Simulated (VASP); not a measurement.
In, 1 atom in the cell. The structure is tetragonal, space group I4/mmm (No. 139). The conventional cell has a = 3.344 Å, b = 3.344 Å, c = 4.680 Å, α = 90.00°, β = 90.00°, γ = 90.00°. In (site symmetry 4/mmm) has 12 In at 3.33 to 3.34 Å within 4.4 Å.  This cell differs from its parent crystal: ratio of the length along z to the lengths across it x 0.92, volume and fractional coordinates fixed.

- Program: VASP 6.6.1
- Task: single point
- Functional: PBEsol
- Potentials or basis: VASP PAW PBE potentials, release 64 (In_d)
- Cutoff: 520 eV
- k mesh: 22 × 22 × 22
- Occupations: gaussian, width 0.15 eV
- Spin: no spin polarisation
- Dipole correction: no
- Further INCAR settings: ALGO = Fast; EDIFF = 1e-07; NBANDS = 12

Potentials or basis: VASP PAW PBE potentials, release 64 (In_d).

Launch:

```sh
$ cat potpaw_PBE.64/In_d/POTCAR > POTCAR
$ mpirun -np 1 vasp_std > vasp.out
```

Hardware: 1 thread of Intel Xeon 8259CL (shared host).

**Question.** How long does it take, and how much memory?

**Answer.** Wall time 12 min on 1 thread of Intel Xeon 8259CL, on a shared host, peak memory 0.36 GiB. Counts: scf iterations 14, k points 834.
